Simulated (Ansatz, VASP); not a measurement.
## Two plane-wave programs on Se

```
Se
1.0
     4.29631    0.00000    0.00000
    -2.14815    3.72071    0.00000
     0.00000    0.00000    4.88256
Se
3
Direct
  0.21700 0.00000 0.16667
  0.00000 0.21700 0.83333
  0.78300 0.78300 0.50000
```

Alike in both runs: task single point; functional PBE; k mesh 5 × 5 × 4; no spin polarisation.

```csv
,VASP,Ansatz
version,VASP 6.6.1,Ansatz 0.2.0
potentials or method,"VASP PAW PBE potentials, release 64 (Se), cutoff 500 eV","plane waves, PAW"
occupations,"gaussian, width 0.01 eV",fixed
valence electrons in the cell,18,48
```

Ansatz gave:

```
pressure (GPa)                                                : 8.6
traceless stress, the component that is largest in VASP (GPa) : 3.15
```

Question: What did VASP give for the same quantities?

Answer: Pressure (GPa): 8.9; traceless stress, the component that is largest in VASP (GPa): 3.25.

VASP's potentials hold 18 valence electrons a cell and Ansatz's 48, so a difference there can come from the potentials and not from the codes.
